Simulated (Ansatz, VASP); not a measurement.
## Y in VASP and in Ansatz

File INCAR:

```
PREC = Accurate ; ENCUT = 600
EDIFF = 1E-6 ; ISMEAR = 0
SIGMA = 0.1 ; LREAL = F
LASPH = T ; NELM = 80
ALGO = Normal ; ISIF = 3
LWAVE = F ; LCHARG = F
GGA = PE ; IBRION = 2
NSW = 90 ; EDIFFG = -0.04
```

File KPOINTS:

```
regular mesh
0
Gamma
  8 8 8
```

The input POSCAR:

```
Y
1.0
   -1.6629768007      1.6629768007      6.0563023188
    1.6629768007     -1.6629768007      6.0563023188
    1.6629768007      1.6629768007     -6.0563023188
Y
2
Direct
    0.0000000000      0.0000000000      0.0000000000
    0.7500000000      0.2500000000      0.5000000000
```

Input for Ansatz:

```yaml
crystal:
  lattice:
    - [-1.6629768007, 1.6629768007, 6.0563023188]
    - [1.6629768007, -1.6629768007, 6.0563023188]
    - [1.6629768007, 1.6629768007, -6.0563023188]
  atoms:
    - { symbol: "Y", position: [0.0, 0.0, 0.0] }
    - { symbol: "Y", position: [0.75, 0.25, 0.5] }
basis:
  ecutwfc: 420
kpoints:
  mp_grid: { grid: [8, 8, 8] }
hamiltonian:
  xc: pbe
scf:
  occupations: { method: gaussian, width: 0.1 }
  lower_state_search: "off"
output:
  forces: true
  stress: true
  eigenvalues: true
relax:
  adjacent_minimum: "off"
  f_tol: 0.04
  max_steps: 70
  cell: { stress_tol: 0.4 }
```

Alike in both runs: task relaxation of cell and atoms; functional PBE; k mesh 8 × 8 × 8; occupations gaussian, width 0.1 eV; no spin polarisation.

|  | VASP | Ansatz |
| --- | --- | --- |
| version | VASP 6.6.1 | Ansatz 0.2.0 |
| potentials or method | VASP PAW PBE potentials, release 64 (Y_sv), cutoff 600 eV | scalar-relativistic, plane waves, PAW |
| valence electrons in the cell | 22 | 22 |

Ansatz gave:

| Item | Value |
| --- | --- |
| gap on the k mesh at the Fermi level, each at its own relaxed structure (eV) | none |
| relaxed volume (Å³/atom) | 33.51 |
| relaxed cell length with the largest relative difference (Å) | 6.433 |

**Question.** What did VASP give for the same quantities?

**Answer.** gap on the k mesh at the Fermi level, each at its own relaxed structure (eV): none; relaxed volume (Å³/atom): 33.37; relaxed cell length with the largest relative difference (Å): 6.404.

A gap of «none» marks a metal or a gap that the smearing closes.
